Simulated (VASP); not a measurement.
A run of VASP 6.6.1:

The input INCAR:

```
PREC     = Accurate       # precision mode
ENCUT    = 520            # plane-wave cutoff, eV
EDIFF    = 1E-7           # SCF threshold, eV
ISMEAR   = 0              # smearing method
SIGMA    = 0.05           # smearing width, eV
LREAL    = False          # projectors in reciprocal space
LASPH    = True           # aspherical terms in the spheres
NELM     = 60             # most SCF steps
ALGO     = Normal         # electronic algorithm
ISIF     = 2              # what is computed and relaxed
LWAVE    = False          # write WAVECAR
LCHARG   = False          # write CHGCAR
NBANDS   = 11             # bands
```

Contents of KPOINTS:

```
Automatic mesh
0
Gamma
  12 12 12
```

POSCAR

```
BN
1.0
    0.0090650050      1.8130010000      1.8130010000
    1.8220660050      0.0000000000      1.8220660050
    1.8130010000      1.8130010000      0.0090650050
B N
1 1
Direct
    0.0000000000      0.0000000000      0.0000000000
    0.7500000000      0.7500000000      0.7500000000
```

Potentials or basis: VASP PAW LDA potentials, release 64 (B, N).

The run is started by

```sh
$ cat potpaw_LDA.64/B/POTCAR potpaw_LDA.64/N/POTCAR > POTCAR
$ mpirun -np 1 vasp_std > vasp.out
```

Hardware: 1 thread of Intel(R) Xeon(R) Platinum 8375C CPU @ 2.90GHz (Ice Lake) (shared host).

Question: How long does it take, and how much memory?

Answer: It took 22 s on 1 thread of Intel(R) Xeon(R) Platinum 8375C CPU @ 2.90GHz (Ice Lake), with other jobs on the host, peak memory 0.14 GiB. Counts: scf iterations 12, k points 280.
